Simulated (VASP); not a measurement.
# Zr2HS4 in VASP: a series of runs

Zr2HS4 is run at these levels: PBE+D3(BJ); tasks: single point.

Everything below comes from runs of VASP 6.6.1. Logs are shortened: lines on timing, memory, paths and dates and some standing lists are left out, and cuts for length are marked.

**1. The cell of the first run**

The cell holds a slab with vacuum, 14 atoms: a = 7.298 Å, b = 7.298 Å, c = 20.917 Å, α = 90.00°, β = 90.00°, γ = 120.00°.

**2. Single point, PBE+D3(BJ)**

INCAR

```
SYSTEM = Zr2HS4
ALGO = Normal
DIPOL = 0.5 0.5 0.278
EDIFF = 1E-6
ENCUT = 400
GGA = PE
GGA_COMPAT = .False.
IDIPOL = 3
ISIF = 2
ISMEAR = 0
IVDW = 12
LASPH = .True.
LCHARG = .True.
LDIPOL = .True.
LELF = .True.
LREAL = .False.
LVACPOTAV = .True.
LVHAR = .True.
LWAVE = .False.
NBANDS = 62
NELM = 120
NELMDL = -8
PREC = Accurate
SIGMA = 0.05
```

KPOINTS

```
k-points
0
Gamma
  6 6 1
  0 0 0
```

POSCAR

```
Zr2HS4
1.0
    7.2976778227      0.0000000000      0.0000000000
   -3.6488389114      6.3199743831      0.0000000000
    0.0000000000      0.0000000000     20.9171506047
S Zr H
8 4 2
Direct
    0.3333333333      0.1666666667      0.1912306354
    0.3333333333      0.6666666667      0.1912306354
    0.8333333333      0.1666666667      0.1912306354
    0.8333333333      0.6666666667      0.1912306354
    0.1666666667      0.3333333333      0.3306927762
    0.1666666667      0.8333333333      0.3306927762
    0.6666666667      0.3333333333      0.3306927762
    0.6666666667      0.8333333333      0.3306927762
    0.0000000000      0.0000000000      0.2609617058
    0.0000000000      0.5000000000      0.2609617058
    0.5000000000      0.0000000000      0.2609617058
    0.5000000000      0.5000000000      0.2609617058
    0.3435255474      0.6870510948      0.3828031244
    0.4898077859      0.9796155718      0.3828031244
```

Potentials or basis: VASP PAW PBE potentials, release 64 (S, Zr_sv, H).

Command:

```sh
> cat potpaw_PBE.64/S/POTCAR potpaw_PBE.64/Zr_sv/POTCAR potpaw_PBE.64/H/POTCAR > POTCAR
> mpirun -np 1 vasp_std > vasp.out
```

OUTCAR:

```text
SYSTEM = Zr2HS4
   EDIFF = 1E-6
   ENCUT = 400
   GGA = PE
   ISIF = 2
   ISMEAR = 0
   IVDW = 12
   LASPH = .True.
   LREAL = .False.
   NELM = 120
   NELMDL = -8
   PREC = Accurate
 IVDW          = 12

 ion  position               nearest neighbor table
   1  0.333  0.167  0.191-   9 2.56  12 2.56  11 2.56
   2  0.333  0.667  0.191-  10 2.56  11 2.56  12 2.56
   3  0.833  0.167  0.191-  11 2.56  10 2.56   9 2.56
   4  0.833  0.667  0.191-  12 2.56   9 2.56  10 2.56
   5  0.167  0.333  0.331-  12 2.56   9 2.56  10 2.56
   6  0.167  0.833  0.331-  11 2.56  10 2.56   9 2.56
   7  0.667  0.333  0.331-  10 2.56  11 2.56  12 2.56
   8  0.667  0.833  0.331-   9 2.56  12 2.56  11 2.56
   9  0.000  0.000  0.261-   1 2.56   8 2.56   5 2.56   4 2.56   6 2.56   3 2.56  12 3.65  12 3.65
                            11 3.65  11 3.65  10 3.65  10 3.65
  10  0.000  0.500  0.261-   2 2.56   7 2.56   6 2.56   3 2.56   4 2.56   5 2.56  11 3.65  11 3.65
                            12 3.65  12 3.65   9 3.65   9 3.65
  11  0.500  0.000  0.261-   3 2.56   6 2.56   2 2.56   7 2.56   1 2.56   8 2.56  10 3.65  10 3.65
                             9 3.65   9 3.65  12 3.65  12 3.65
  12  0.500  0.500  0.261-   4 2.56   5 2.56   1 2.56   8 2.56   7 2.56   2 2.56   9 3.65   9 3.65
                            10 3.65  10 3.65  11 3.65  11 3.65
  13  0.344  0.687  0.383-
  14  0.490  0.980  0.383-

  LATTYP: Found a hexagonal cell.
 ALAT       =     7.2976778227
 C/A-ratio  =     2.8662748771

  Lattice vectors:

 A1 = (   7.2976778227,   0.0000000000,   0.0000000000)
 A2 = (  -3.6488389114,   6.3199743831,   0.0000000000)
 A3 = (   0.0000000000,   0.0000000000,  20.9171506047)

Analysis of symmetry for initial positions (statically):
=====================================================================
 Subroutine PRICEL returns:
 Original cell was already a primitive cell.

 Routine SETGRP: Setting up the symmetry group for a
 hexagonal supercell.

 Subroutine GETGRP returns: Found  2 space group operations
 (whereof  2 operations were pure point group operations)
 out of a pool of 24 trial point group operations.

The static configuration has the point symmetry C_1h.

Analysis of symmetry for dynamics (positions and initial velocities):
=====================================================================
 Subroutine PRICEL returns:
 Original cell was already a primitive cell.

 Routine SETGRP: Setting up the symmetry group for a
 hexagonal supercell.

 Subroutine GETGRP returns: Found  2 space group operations
 (whereof  2 operations were pure point group operations)
 out of a pool of 24 trial point group operations.

The dynamic configuration has the point symmetry C_1h.

 Subroutine INISYM returns: Found  2 space group operations
 (whereof  2 operations are pure point group operations),
 and found     1 'primitive' translations

----------------------------------------------------------------------------------------

                                     Primitive cell

  volume of cell :     964.7228

  direct lattice vectors                    reciprocal lattice vectors
     7.297677823  0.000000000  0.000000000     0.137029891  0.079114245  0.000000000
    -3.648838911  6.319974383  0.000000000     0.000000000  0.158228489  0.000000000
     0.000000000  0.000000000 20.917150605     0.000000000  0.000000000  0.047807659

  length of vectors
     7.297677823  7.297677823 20.917150605     0.158228489  0.158228489  0.047807659

  position of ions in fractional coordinates (direct lattice)
     0.333333333  0.166666667  0.191230635
     0.333333333  0.666666667  0.191230635
     0.833333333  0.166666667  0.191230635
     0.833333333  0.666666667  0.191230635
     0.166666667  0.333333333  0.330692776
     0.166666667  0.833333333  0.330692776
     0.666666667  0.333333333  0.330692776
     0.666666667  0.833333333  0.330692776
     0.000000000  0.000000000  0.260961706
     0.000000000  0.500000000  0.260961706
     0.500000000  0.000000000  0.260961706
     0.500000000  0.500000000  0.260961706
     0.343525547  0.687051095  0.382803124
     0.489807786  0.979615572  0.382803124

[... 33 lines left out ...]
     0.026371415  0.026371415  0.047807659

  Shift w.r.t. Gamma in fractional coordinates (k-lattice)
     0.000000000  0.000000000  0.000000000

 Subroutine IBZKPT returns following result:
 ===========================================

 Found     13 irreducible k-points:

 Following reciprocal coordinates:
            Coordinates               Weight
  0.000000  0.000000  0.000000      1.000000
  0.166667  0.000000  0.000000      4.000000
  0.000000  0.166667  0.000000      2.000000
  0.333333  0.000000  0.000000      4.000000
  0.000000  0.333333  0.000000      2.000000
  0.500000  0.000000  0.000000      2.000000
  0.000000  0.500000  0.000000      1.000000
  0.166667  0.166667  0.000000      4.000000
 -0.333333  0.166667  0.000000      2.000000
  0.333333  0.166667  0.000000      4.000000
 -0.166667  0.500000  0.000000      4.000000
  0.500000  0.333333  0.000000      4.000000
  0.333333  0.333333  0.000000      2.000000
   k-points           NKPTS =     13   k-points in BZ     NKDIM =     13   number of bands    NBANDS=     62
   number of dos      NEDOS =    301   number of ions     NIONS =     14
   total plane-waves  NPLWV = 322560
   dimension x,y,z NGX =    48 NGY =   48 NGZ =  140
   dimension x,y,z NGXF=    96 NGYF=   96 NGZF=  280
   ions per type =               8   4   2
   NGX,Y,Z   is equivalent  to a cutoff of  10.93, 10.93, 11.13 a.u.
   NGXF,Y,Z  is equivalent  to a cutoff of  21.87, 21.87, 22.25 a.u.
 SYSTEM =  Zr2HS4
   PREC   = accura    normal or accurate (medium, high low for compatibility)
   ISTART =      0    job   : 0-new  1-cont  2-samecut
   ICHARG =      2    charge: 1-file 2-atom 10-const
   ISPIN  =      1    spin polarized calculation?
   LNONCOLLINEAR =      F non collinear calculations
   LSORBIT =      F    spin-orbit coupling
   LASPH  =      T    aspherical Exc in radial PAW
   ENCUT  =  400.0 eV  29.40 Ry    5.42 a.u.  11.90 11.90 34.11*2*pi/ulx,y,z
   NELM   =    120;   NELMIN=  2; NELMDL= -8     # of ELM steps
   EDIFF  = 0.1E-05   stopping-criterion for ELM
   LREAL  =      F    real-space projection
   EDIFFG = 0.1E-04   stopping-criterion for IOM
   NSW    =      0    number of steps for IOM
   IBRION =     -1    ionic relax: 0-MD 1-quasi-New 2-CG
   NFREE  =      0    steps in history (QN), initial steepest desc. (CG)
   ISIF   =      2    stress and relaxation
   ISYM   =      2    0-nonsym 1-usesym 2-fastsym
   POTIM  = 0.5000    time-step for ionic-motion
   TEBEG  =    0.0;   TEEND  =   0.0 temperature during run
   PSTRESS=    0.0 pullay stress
   NELECT =      98.0000    total number of electrons
   NUPDOWN=      -1.0000    fix difference up-down
   EMIN   =  10.00;   EMAX   =-10.00  energy-range for DOS
   EFERMI =   0.00;   METHOD = LEGACY
   ISMEAR =     0;   SIGMA  =   0.05  broadening in eV -4-tet -1-fermi 0-gaus
   EFERMI_NEDOS =   21; number of points for ismear=-14 and -15
   IALGO  =     38    algorithm
   IMIX   =      4    mixing-type and parameters
     AMIX     =   0.40;   BMIX     =  1.00
     AMIX_MAG =   1.60;   BMIX_MAG =  1.00
  volume/ion in A,a.u.               =      68.91       465.02
  Fermi-wavevector in a.u.,A,eV,Ry     =   0.763864  1.443494  7.938838  0.583488
  Thomas-Fermi vector in A             =   1.863639
   LORBIT       =      0    0 simple, 1 ext, 2 COOP (PROOUT), +10 PAW based schemes
   GGA     = PE    functional components
   LHFCALC =     F    Hartree Fock is set to
   AEXX    =    0.0000 exact exchange contribution
   IVDW    =    12    specifies the selected vdW correction
   LEPSILON=     F    determine dielectric tensor
   LRPA    =     F    only Hartree local field effects (RPA)
 non-spin polarized calculation
 Gauss-broadening in eV      SIGMA  =   0.05
  energy-cutoff  :      400.00
  volume of cell :      964.72
 maximum number of plane-waves:     17598
   NGX = 23   NGY = 23   NGZ = 69

 number of electron      98.0000013 magnetization

 dipolmoment           0.000000      0.000000     -0.036980 electrons x Angstroem

 Free energy of the ion-electron system (eV)
  ---------------------------------------------------
  ext. energy  EPLUGINS =         0.00000000
  ---------------------------------------------------
  free energy    TOTEN  =       -87.76679596 eV

  energy without entropy =      -87.76678549  energy(sigma->0) =      -87.76679073

 E-fermi :  -2.3644     XC(G=0):  -3.2595

 val. band max:       -2.4935114727   @ k =   0.1667   0.1667   0.0000
 cond. band min:      -2.2504161239   @ k =   0.0000   0.0000   0.0000
 fundamental gap:      0.2430953488
 Fermi energy:        -2.3644205584

 k-point     1 :       0.0000    0.0000    0.0000
  band No.  band energies     occupation
      1     -52.0668      2.00000
      2     -51.9747      2.00000
      3     -51.9635      2.00000
      4     -51.9421      2.00000
      5     -30.2270      2.00000
      6     -30.2256      2.00000
[... 821 lines left out ...]
     60       0.3426      0.00000
     61       0.3509      0.00000
 [bands above 61 left out]

------------------------ aborting loop because EDIFF is reached ----------------------------------------

 Edisp (eV)   -3.18190

 E8    (eV) :    -1.4093

  FORCE on cell =-STRESS in cart. coord.  units (eV):
  Direction    XX          YY          ZZ          XY          YZ          ZX
  --------------------------------------------------------------------------------------
  -------------------------------------------------------------------------------------
  Total       2.51376    -5.09994     1.33630     0.00000    -0.15600     0.00000
  in kB       4.17476    -8.46979     2.21927     0.00000    -0.25907     0.00000
  external pressure =       -0.69 kB  Pullay stress =        0.00 kB

 VOLUME and BASIS-vectors are now :
 -----------------------------------------------------------------------------
  energy-cutoff  :      400.00
  volume of cell :      964.72
      direct lattice vectors                 reciprocal lattice vectors
     7.297677823  0.000000000  0.000000000     0.137029891  0.079114245  0.000000000
    -3.648838911  6.319974383  0.000000000     0.000000000  0.158228489  0.000000000
     0.000000000  0.000000000 20.917150605     0.000000000  0.000000000  0.047807659

 POSITION                                       TOTAL-FORCE (eV/Angst)
 -----------------------------------------------------------------------------------
      1.82442      1.05333      4.00000         0.076149     -0.130758      0.093219
     -0.00000      4.21332      4.00000        -0.000000      0.007086      0.013454
      5.47326      1.05333      4.00000        -0.076149     -0.130758      0.093219
      3.64884      4.21332      4.00000         0.000000     -0.051290     -0.130469
      0.00000      2.10666      6.91715        -0.000000      0.487766      0.624805
     -1.82442      5.26665      6.91715        -0.547649     -0.279785     -0.078898
      3.64884      2.10666      6.91715        -0.000000      0.129944      0.394350
      1.82442      5.26665      6.91715         0.547649     -0.279785     -0.078898
      0.00000      0.00000      5.45858         0.000000     -0.188519     -0.320456
     -1.82442      3.15999      5.45858        -0.081503      0.309827     -0.236086
      3.64884      0.00000      5.45858        -0.000000      0.085966     -0.317559
      1.82442      3.15999      5.45858         0.081503      0.309827     -0.236086
     -0.00000      4.34215      8.00715        -0.000000      1.181476      0.356702
     -0.00000      6.19115      8.00715         0.000000     -1.450999     -0.177297
 -----------------------------------------------------------------------------------
    total drift:                                0.000000     -0.000004      0.000843

  FREE ENERGIE OF THE ION-ELECTRON SYSTEM (eV)
  ---------------------------------------------------
  free  energy   TOTEN  =       -90.9486946890 eV

  energy  without entropy=      -90.9486842251  energy(sigma->0) =      -90.94868946

 vacuum level on the upper side and lower side of the slab         3.059         3.204
```

Run time: 21 min. Hardware: 1 thread of Intel Xeon Platinum 8259CL at 2.50GHz (Skylake/Cascade Lake), shared host; peak memory 0.89 GiB.

What came out:

```
Free energy                : -90.9487 eV
Largest force              : 1.462 eV/Å
Band gap on the k mesh     : 0.24 eV (least direct gap 0.33 eV)
Dispersion energy per atom : -0.227 eV
```

Forces on the atoms (eV/Å):
```
S    0.076 -0.131  0.093
S    0.000  0.007  0.013
S   -0.076 -0.131  0.093
S    0.000 -0.051 -0.130
S    0.000  0.488  0.625
S   -0.548 -0.280 -0.079
S    0.000  0.130  0.394
S    0.548 -0.280 -0.079
Zr   0.000 -0.189 -0.320
Zr  -0.082  0.310 -0.236
Zr   0.000  0.086 -0.318
Zr   0.082  0.310 -0.236
H    0.000  1.181  0.357
H    0.000 -1.451 -0.177
```

Levels at points of the mesh, in eV from the valence-band top:
```csv
k point,band 46,band 47,band 48,band 49,band 50,band 51,band 52,band 53
"(0.00, 0.00, 0.00)",-1.73,-0.83,-0.82,-0.26,0.24,0.35,0.63,0.96
"(0.50, 0.00, 0.00)",-1.65,-1.38,-1.32,-0.17,0.44,0.75,1.10,1.56
"(0.00, 0.50, 0.00)",-1.61,-1.46,-1.30,-0.07,0.34,0.76,1.18,1.55
```

**3. Single point, PBE+D3(BJ)**

INCAR

```
SYSTEM = Zr2HS4
ALGO = Normal
DIPOL = 0.5 0.5 0.278
EDIFF = 1E-6
ENCUT = 400
GGA = PE
GGA_COMPAT = .FALSE.
IDIPOL = 3
ISIF = 2
ISMEAR = 0
IVDW = 12
LASPH = .TRUE.
LCHARG = .FALSE.
LDIPOL = .TRUE.
LREAL = .FALSE.
LWAVE = .FALSE.
NBANDS = 62
NELM = 120
NELMDL = -8
PREC = Accurate
SIGMA = 0.05
```

KPOINTS

```
k-points
0
G
  6 6 1
  0 0 0
```

POSCAR: that of step 2 with these lines changed.

```diff
@@ -20,3 +20,3 @@
     0.5000000000      0.5000000000      0.2609617058
-    0.3435255474      0.6870510948      0.3828031244
-    0.4898077859      0.9796155718      0.3828031244
+    0.3575287687      0.7150575375      0.3828031244
+    0.4758045646      0.9516091292      0.3828031244
```

Potentials or basis: VASP PAW PBE potentials, release 64 (S, Zr_sv, H).

Command:

```sh
> cat potpaw_PBE.64/S/POTCAR potpaw_PBE.64/Zr_sv/POTCAR potpaw_PBE.64/H/POTCAR > POTCAR
> mpirun -np 1 vasp_std > vasp.out
```

OUTCAR:

```text
SYSTEM = Zr2HS4
   EDIFF = 1E-6
   ENCUT = 400
   GGA = PE
   ISIF = 2
   ISMEAR = 0
   IVDW = 12
   LASPH = .TRUE.
   LREAL = .FALSE.
   NELM = 120
   NELMDL = -8
   PREC = Accurate
 IVDW          = 12

 ion  position               nearest neighbor table
   1  0.333  0.167  0.191-   9 2.56  12 2.56  11 2.56
   2  0.333  0.667  0.191-  10 2.56  11 2.56  12 2.56
   3  0.833  0.167  0.191-  11 2.56  10 2.56   9 2.56
   4  0.833  0.667  0.191-  12 2.56   9 2.56  10 2.56
   5  0.167  0.333  0.331-  12 2.56   9 2.56  10 2.56
[... 1071 lines left out ...]
  volume of cell :      964.72
      direct lattice vectors                 reciprocal lattice vectors
     7.297677823  0.000000000  0.000000000     0.137029891  0.079114245  0.000000000
    -3.648838911  6.319974383  0.000000000     0.000000000  0.158228489  0.000000000
     0.000000000  0.000000000 20.917150605     0.000000000  0.000000000  0.047807659

 POSITION                                       TOTAL-FORCE (eV/Angst)
 -----------------------------------------------------------------------------------
      1.82442      1.05333      4.00000         0.093612     -0.126532      0.074633
     -0.00000      4.21332      4.00000        -0.000000      0.001877      0.023604
      5.47326      1.05333      4.00000        -0.093612     -0.126532      0.074633
      3.64884      4.21332      4.00000         0.000000     -0.091271     -0.151314
      0.00000      2.10666      6.91715        -0.000000      0.291660      0.394403
     -1.82442      5.26665      6.91715        -0.842755     -0.240210     -0.403672
      3.64884      2.10666      6.91715        -0.000000      0.030467      0.285168
      1.82442      5.26665      6.91715         0.842755     -0.240210     -0.403672
      0.00000      0.00000      5.45858         0.000000     -0.114407     -0.194711
     -1.82442      3.15999      5.45858        -0.076833      0.344208     -0.169722
      3.64884      0.00000      5.45858        -0.000000      0.168663     -0.632344
      1.82442      3.15999      5.45858         0.076833      0.344208     -0.169722
     -0.00000      4.51915      8.00715        -0.000000      2.595215      0.755228
     -0.00000      6.01415      8.00715         0.000000     -2.837137      0.517488
 -----------------------------------------------------------------------------------
    total drift:                                0.000000     -0.000003      0.000559

  FREE ENERGIE OF THE ION-ELECTRON SYSTEM (eV)
  ---------------------------------------------------
  free  energy   TOTEN  =       -91.6543970789 eV

  energy  without entropy=      -91.6543970789  energy(sigma->0) =      -91.65439708

 vacuum level on the upper side and lower side of the slab         2.811         2.968
```

Run time: 34 min. Hardware: 1 thread of Intel Xeon Platinum 8375C at 2.90GHz (Ice Lake), shared host; peak memory 0.9 GiB.

Results:

```
Free energy                : -91.6544 eV
Largest force              : 2.884 eV/Å
Band gap on the k mesh     : 0.44 eV (least direct gap 0.52 eV)
Dispersion energy per atom : -0.227 eV
```

Forces on the atoms (eV/Å):
```
S    0.094 -0.127  0.075
S    0.000  0.002  0.024
S   -0.094 -0.127  0.075
S    0.000 -0.091 -0.151
S    0.000  0.292  0.394
S   -0.843 -0.240 -0.404
S    0.000  0.030  0.285
S    0.843 -0.240 -0.404
Zr   0.000 -0.114 -0.195
Zr  -0.077  0.344 -0.170
Zr   0.000  0.169 -0.632
Zr   0.077  0.344 -0.170
H    0.000  2.595  0.755
H    0.000 -2.837  0.517
```
